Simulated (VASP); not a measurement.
# Cl (P6_3/mmc) in VASP: a series of runs, part 2 of 2

VASP 6.6.1. The steps go on from the part before.

**3. Single point, PBE (volume scaled by 0.4)**

The input, INCAR:

```
SYSTEM = Cl
ALGO = Normal ; EDIFF = 1E-6
ENCUT = 520 ; GGA = PE
ISIF = 2 ; ISMEAR = -1
LASPH = .True. ; LCHARG = .True.
LELF = .True. ; LREAL = .False.
LVHAR = .True. ; LWAVE = .False.
NBANDS = 14 ; NELM = 80
PREC = Accurate ; SIGMA = 0.08
```

The input, KPOINTS:

```
k-points
0
Gamma
  14 14 8
  0 0 0
```

The input, POSCAR:

```
Cl
1.0
    2.3935801040      0.0000000000      0.0000000000
   -1.1967900520      2.0729011761      0.0000000000
    0.0000000000      0.0000000000      3.6966808586
Cl
2
Direct
    0.3333333333      0.6666666667      0.2500000000
    0.6666666667      0.3333333333      0.7500000000
```

Potentials or basis: VASP PAW PBE potentials, release 64 (Cl).

Run with:

```console
$ cat potpaw_PBE.64/Cl/POTCAR > POTCAR
$ mpirun -np 1 vasp_std > vasp.out
```

OUTCAR:

```text
SYSTEM = Cl
   EDIFF = 1E-6
   ENCUT = 520
   GGA = PE
   ISIF = 2
   ISMEAR = -1
   LASPH = .True.
   LREAL = .False.
   NELM = 80
   PREC = Accurate

 ion  position               nearest neighbor table
   1  0.333  0.667  0.250-   2 2.31   2 2.31   2 2.31   2 2.31   2 2.31   2 2.31
   2  0.667  0.333  0.750-   1 2.31   1 2.31   1 2.31   1 2.31   1 2.31   1 2.31

  LATTYP: Found a hexagonal cell.
 ALAT       =     2.3935801040
 C/A-ratio  =     1.5444149341

  Lattice vectors:

 A1 = (   2.3935801040,   0.0000000000,   0.0000000000)
 A2 = (  -1.1967900520,   2.0729011761,   0.0000000000)
 A3 = (   0.0000000000,   0.0000000000,   3.6966808586)

Analysis of symmetry for initial positions (statically):
=====================================================================
 Subroutine PRICEL returns:
 Original cell was already a primitive cell.

 Routine SETGRP: Setting up the symmetry group for a
 hexagonal supercell.

 Subroutine GETGRP returns: Found 24 space group operations
 (whereof 12 operations were pure point group operations)
 out of a pool of 24 trial point group operations.

The static configuration has the point symmetry D_3d.
 The point group associated with its full space group is D_6h.

Analysis of symmetry for dynamics (positions and initial velocities):
=====================================================================
 Subroutine PRICEL returns:
 Original cell was already a primitive cell.

 Routine SETGRP: Setting up the symmetry group for a
 hexagonal supercell.

 Subroutine GETGRP returns: Found 24 space group operations
 (whereof 12 operations were pure point group operations)
 out of a pool of 24 trial point group operations.

The dynamic configuration has the point symmetry D_3d.
 The point group associated with its full space group is D_6h.

 Subroutine INISYM returns: Found 24 space group operations
 (whereof 12 operations are pure point group operations),
 and found     1 'primitive' translations

----------------------------------------------------------------------------------------
[... 118 lines left out ...]
   GGA     = PE    functional components
   LHFCALC =     F    Hartree Fock is set to
   AEXX    =    0.0000 exact exchange contribution
   IVDW    =     0    specifies the selected vdW correction
   LEPSILON=     F    determine dielectric tensor
   LRPA    =     F    only Hartree local field effects (RPA)
 non-spin polarized calculation
  energy-cutoff  :      520.00
  volume of cell :       18.34
 maximum number of plane-waves:       511
 NGX is ok and might be reduce to    18
   NGX =  9   NGY =  9   NGZ = 13

 number of electron      13.9999996 magnetization

 Free energy of the ion-electron system (eV)
  ---------------------------------------------------
  ext. energy  EPLUGINS =         0.00000000
  ---------------------------------------------------
  free energy    TOTEN  =         4.98255014 eV

  energy without entropy =        5.00399278  energy(sigma->0) =        4.99327146

 E-fermi :  16.5923     XC(G=0): -14.0470

 val. band max:       16.5453828119   @ k =   0.4286  -0.0000   0.2500
 cond. band min:      16.5983304743   @ k =   0.0714   0.0000   0.2500
 fundamental gap:      0.0529476624
 Fermi energy:        16.5922783919

 k-point     1 :       0.0000    0.0000    0.0000
  band No.  band energies     occupation
      1      -9.1172      2.00000
      2      -0.8966      2.00000
      3       2.5764      2.00000
      4      16.6470      0.67077
      5      16.6470      0.67077
      6      19.2184      0.00000
      7      19.2184      0.00000
      8      20.9131      0.00000
      9      25.7729      0.00000
     10      28.9685      0.00000
     11      28.9685      0.00000
     12      29.7563      0.00000
     13      31.7839      0.00000
     14      31.7839      0.00000
[... 377 lines left out ...]
      1      -1.0167      2.00000
      2       0.0041      2.00000
      3       4.8060      2.00000
      4       9.0173      2.00000
      5       9.6229      2.00000
      6      10.0501      2.00000
      7      11.2357      2.00000
      8      11.7491      2.00000
      9      19.4858      0.00000
     10      30.1364      0.00000
     11      33.1570      0.00000
     12      33.5628      0.00000
     13      34.3830      0.00000
     14      35.9011      0.00000

 [... further k-points ...]
[... 5 lines left out ...]
  --------------------------------------------------------------------------------------
  -------------------------------------------------------------------------------------
  Total       21.7684626     21.7684626     21.8544880      0.0000000      0.0000000      0.0000000
  in kB     1901.5152667   1901.5152668   1909.0297480      0.0000000      0.0000000      0.0000000
  external PRESSURE =    1904.0200938 kB  Pullay stress =       0.0000000 kB

 VOLUME and BASIS-vectors are now :
 -----------------------------------------------------------------------------
  energy-cutoff  :      520.00
  volume of cell :       18.34
      direct lattice vectors                 reciprocal lattice vectors
     2.393580104  0.000000000  0.000000000     0.417784221  0.241207833  0.000000000
    -1.196790052  2.072901176  0.000000000     0.000000000  0.482415665  0.000000000
     0.000000000  0.000000000  3.696680859     0.000000000  0.000000000  0.270512938

 POSITION                                       TOTAL-FORCE (eV/Angst)
 -----------------------------------------------------------------------------------
     -0.00000      1.38193      0.92417        -0.000000      0.000000      0.000000
      1.19679      0.69097      2.77251         0.000000     -0.000000      0.000000
 -----------------------------------------------------------------------------------
    total drift:                               -0.000000      0.000000     -0.000000

  FREE ENERGIE OF THE ION-ELECTRON SYSTEM (eV)
  ---------------------------------------------------
  free  energy   TOTEN  =         4.9825501443 eV

  energy  without entropy=        5.0039927810  energy(sigma->0) =        4.99327146
```

OSZICAR:

```text
N       E                     dE             d eps       ncg     rms          rms(c)
DAV:   1     0.709961312111E+02    0.70996E+02   -0.75933E+03  3360   0.970E+02
DAV:   2     0.722795690065E+01   -0.63768E+02   -0.58872E+02  4902   0.188E+02
DAV:   3     0.496835850236E+01   -0.22596E+01   -0.22331E+01  4380   0.344E+01
DAV:   4     0.495805110667E+01   -0.10307E-01   -0.10306E-01  3906   0.282E+00
DAV:   5     0.495798726435E+01   -0.63842E-04   -0.63841E-04  4382   0.208E-01    0.400E+01
DAV:   6     0.497906572085E+01    0.21078E-01   -0.18837E-02  3672   0.969E-01    0.236E+01
DAV:   7     0.498215000303E+01    0.30843E-02   -0.28312E-02  3828   0.121E+00    0.512E-01
DAV:   8     0.498255476060E+01    0.40476E-03   -0.12630E-03  4194   0.260E-01    0.101E-01
DAV:   9     0.498255193280E+01   -0.28278E-05   -0.42978E-05  4170   0.502E-02    0.246E-02
DAV:  10     0.498254970004E+01   -0.22328E-05   -0.57552E-06  4050   0.176E-02    0.246E-02
DAV:  11     0.498255014429E+01    0.44425E-06   -0.40564E-07  2508   0.552E-03
   1 F= 0.49825501E+01 E0= 0.49932715E+01  d E =-.214426E-01
```

stdout:

```text
POSCAR found type information on POSCAR Cl
 POSCAR found :  1 types and       2 ions
 scaLAPACK will be used
 LDA part: xc-table for (Slater+PW92), standard interpolation
 POSCAR, INCAR and KPOINTS ok, starting setup
 FFT: planning ... GRIDC
 FFT: planning ... GRID_SOFT
 FFT: planning ... GRID
 WAVECAR not read
 entering main loop
```

Wall time 38 s (1 thread of Intel Xeon Platinum 8375C at 2.90GHz (Ice Lake), shared host); peak memory 0.13 GiB.

What came out:

```
Free energy            : 4.9826 eV
Pressure               : 190.4 GPa
Band gap on the k mesh : zero (band 7 reaches 19.33 eV, above the bottom of band 8 at 11.75 eV)
```

**4. Single point, PBE (volume scaled by 0.45)**

The input, INCAR:

```
ALGO = Normal ; EDIFF = 1E-6
ENCUT = 520 ; GGA = PE
ISIF = 2 ; ISMEAR = -1
LASPH = T ; LCHARG = F
LREAL = F ; LWAVE = F
NBANDS = 14 ; NELM = 60
PREC = Accurate ; SIGMA = 0.08
```

The input, KPOINTS:

```
k-points
0
Gamma
  14 14 8
```

The input, POSCAR:

```
Cl
1.0
    2.5339487350      0.0000000000      0.0000000000
   -1.2669743675      2.1944639764      0.0000000000
    0.0000000000      0.0000000000      3.7107762221
Cl
2
Direct
    0.3333333333      0.6666666667      0.2500000000
    0.6666666667      0.3333333333      0.7500000000
```

Potentials or basis: VASP PAW PBE potentials, release 64 (Cl).

Run with:

```console
$ cat potpaw_PBE.64/Cl/POTCAR > POTCAR
$ mpirun -np 1 vasp_std > vasp.out
```

OUTCAR:

```text
EDIFF = 1E-6
   ENCUT = 520
   GGA = PE
   ISIF = 2
   ISMEAR = -1
   LASPH = T
   LREAL = F
   NELM = 60
   PREC = Accurate

 ion  position               nearest neighbor table
   1  0.333  0.667  0.250-   2 2.36   2 2.36   2 2.36   2 2.36   2 2.36   2 2.36
   2  0.667  0.333  0.750-   1 2.36   1 2.36   1 2.36   1 2.36   1 2.36   1 2.36

  LATTYP: Found a hexagonal cell.
 ALAT       =     2.5339487350
 C/A-ratio  =     1.4644243472

  Lattice vectors:

[... 587 lines left out ...]
      8      10.2628      2.00000
      9      17.9779      0.00000
     10      26.2425      0.00000
     11      29.0611      0.00000
     12      29.2650      0.00000
     13      31.6621      0.00000
     14      33.1891      0.00000

 [... further k-points ...]
[... 5 lines left out ...]
  --------------------------------------------------------------------------------------
  -------------------------------------------------------------------------------------
  Total       16.7952761     16.7952761     16.7950377     -0.0000000      0.0000000      0.0000000
  in kB     1304.0873581   1304.0873581   1304.0688443     -0.0000000      0.0000000      0.0000000
  external PRESSURE =    1304.0811868 kB  Pullay stress =       0.0000000 kB

 VOLUME and BASIS-vectors are now :
 -----------------------------------------------------------------------------
  energy-cutoff  :      520.00
  volume of cell :       20.63
      direct lattice vectors                 reciprocal lattice vectors
     2.533948735  0.000000000  0.000000000     0.394640975  0.227846073  0.000000000
    -1.266974368  2.194463976  0.000000000     0.000000000  0.455692147  0.000000000
     0.000000000  0.000000000  3.710776222     0.000000000  0.000000000  0.269485396

 POSITION                                       TOTAL-FORCE (eV/Angst)
 -----------------------------------------------------------------------------------
     -0.00000      1.46298      0.92769        -0.000000      0.000000      0.000000
      1.26697      0.73149      2.78308         0.000000     -0.000000      0.000000
 -----------------------------------------------------------------------------------
    total drift:                               -0.000000      0.000000      0.000000

  FREE ENERGIE OF THE ION-ELECTRON SYSTEM (eV)
  ---------------------------------------------------
  free  energy   TOTEN  =         2.7188227868 eV

  energy  without entropy=        2.7401935941  energy(sigma->0) =        2.72950819
```

Run time: 45 s. Hardware: 1 thread of Intel Xeon Platinum 8375C at 2.90GHz (Ice Lake), shared host; peak memory 0.14 GiB.

Results:

| Item | Value |
| --- | --- |
| Free energy | 2.7188 eV |
| Pressure | 130.4 GPa |
| Band gap on the k mesh | zero (band 7 reaches 15.79 eV, above the bottom of band 8 at 10.26 eV) |

**5. Single point, PBE (volume scaled by 0.45)**

The input, INCAR:

```
SYSTEM = Cl
PREC     = Accurate       ! precision mode
ENCUT    = 520            ! plane-wave cutoff, eV
EDIFF    = 1E-6           ! SCF threshold, eV
ISMEAR   = -1             ! smearing method
SIGMA    = 0.08           ! smearing width, eV
LREAL    = .FALSE.        ! projectors in reciprocal space
LASPH    = .TRUE.         ! aspherical terms in the spheres
NELM     = 100            ! most SCF steps
ALGO     = Normal         ! electronic algorithm
ISIF     = 2              ! what is computed and relaxed
LWAVE    = .FALSE.        ! write WAVECAR
LCHARG   = .FALSE.        ! write CHGCAR
GGA      = PE             ! functional
NBANDS   = 14             ! bands
```

The input, KPOINTS:

```
regular mesh
0
G
  14 14 8
  0 0 0
```

POSCAR is that of step 4.

Run with:

```console
$ cat potpaw_PBE.64/Cl/POTCAR > POTCAR
$ mpirun -np 1 vasp_std > vasp.out
```

Run time: 45 s. Hardware: 1 thread of Intel Xeon Platinum 8375C at 2.90GHz (Ice Lake), shared host; peak memory 0.14 GiB.

The run converged. Its results:

| Quantity | Value |
| --- | --- |
| Free energy | 2.7188 eV |
| Pressure | 130.4 GPa |
| Band gap on the k mesh | zero (band 7 reaches 15.79 eV, above the bottom of band 8 at 10.26 eV) |

Levels at points of the mesh, in eV from the Fermi level:
```tsv
k point	band 4	band 5	band 6	band 7	band 8	band 9	band 10	band 11
(0.00, 0.00, 0.00)	-0.88	-0.88	1.70	1.70	3.94	7.89	12.23	12.23
(0.50, 0.00, 0.00)	-7.34	-6.79	-4.42	-3.99	0.96	3.57	9.75	10.73
(0.00, 0.00, 0.50)	-3.23	0.41	0.41	0.41	0.41	10.35	10.35	11.31
(0.50, 0.00, 0.50)	-11.70	-2.44	-2.44	-0.67	-0.67	7.51	7.51	9.67
```

**6. Single point, PBE (volume scaled by 0.55)**

The input, INCAR:

```
SYSTEM = Cl
PREC     = Accurate       ! precision mode
ENCUT    = 520            ! plane-wave cutoff, eV
EDIFF    = 1E-7           ! SCF threshold, eV
ISMEAR   = -1             ! smearing method
SIGMA    = 0.08           ! smearing width, eV
LREAL    = .False.        ! projectors in reciprocal space
LASPH    = .True.         ! aspherical terms in the spheres
NELM     = 60             ! most SCF steps
ALGO     = Normal         ! electronic algorithm
ISIF     = 2              ! what is computed and relaxed
LWAVE    = .False.        ! write WAVECAR
LCHARG   = .False.        ! write CHGCAR
GGA      = PE             ! functional
NBANDS   = 14             ! bands
```

The input, KPOINTS:

```
regular mesh
0
Gamma
  14 14 8
  0 0 0
```

The input, POSCAR:

```
Cl
1.0
    2.7567177154      0.0000000000      0.0000000000
   -1.3783588577      2.3873875726      0.0000000000
    0.0000000000      0.0000000000      3.8320043649
Cl
2
Direct
    0.3333333333      0.6666666667      0.2500000000
    0.6666666667      0.3333333333      0.7500000000
```

Potentials or basis: VASP PAW PBE potentials, release 64 (Cl).

Run with:

```console
$ cat potpaw_PBE.64/Cl/POTCAR > POTCAR
$ mpirun -np 1 vasp_std > vasp.out
```

Run time: 59 s. Hardware: 1 thread of Intel Xeon Platinum 8375C at 2.90GHz (Ice Lake), shared host; peak memory 0.15 GiB.

Results (log left out):

```
Free energy            : 0.0868 eV
Pressure               : 62.4 GPa
Band gap on the k mesh : zero (band 7 reaches 11.03 eV, above the bottom of band 8 at 7.52 eV)
```

Levels at points of the mesh, in eV from the Fermi level:
```
           k point  band 3  band 4  band 5  band 6  band 7  band 8  band 9  band 10  band 11  band 12
(0.00, 0.00, 0.00)   -9.46   -1.42   -1.42    0.87    0.87    2.93    7.24    12.30    12.30    12.61
(0.50, 0.00, 0.00)   -7.57   -5.77   -4.96   -3.97   -2.82    0.63    4.89     9.95    11.06    11.85
(0.00, 0.00, 0.50)   -2.56   -2.56   -0.29   -0.29   -0.29   -0.29   10.12    10.12    11.41    11.41
(0.50, 0.00, 0.50)   -9.25   -9.25   -2.21   -2.21   -0.41   -0.41    8.39     8.39    10.91    10.91
```

**7. Overview**

| cell | gap on the mesh (eV) | pressure (GPa) |
| --- | --- | --- |
| a = 2.394, b = 2.394, c = 3.697 Å, angles 90.0, 90.0, 120.0°, 2 atoms | none | 190.4 |
| a = 2.534, b = 2.534, c = 3.711 Å, angles 90.0, 90.0, 120.0°, 2 atoms | none | 130.4 |
| a = 2.757, b = 2.757, c = 3.832 Å, angles 90.0, 90.0, 120.0°, 2 atoms | none | 62.4 |

Alike in all rows: task single point; level PBE; potentials or basis VASP PAW PBE potentials, release 64 (Cl); no spin polarisation; k mesh 14 × 14 × 8; cutoff (eV) 520; smearing fermi-dirac 0.08 eV.

Absolute energies hang on the potentials; compare differences alone.
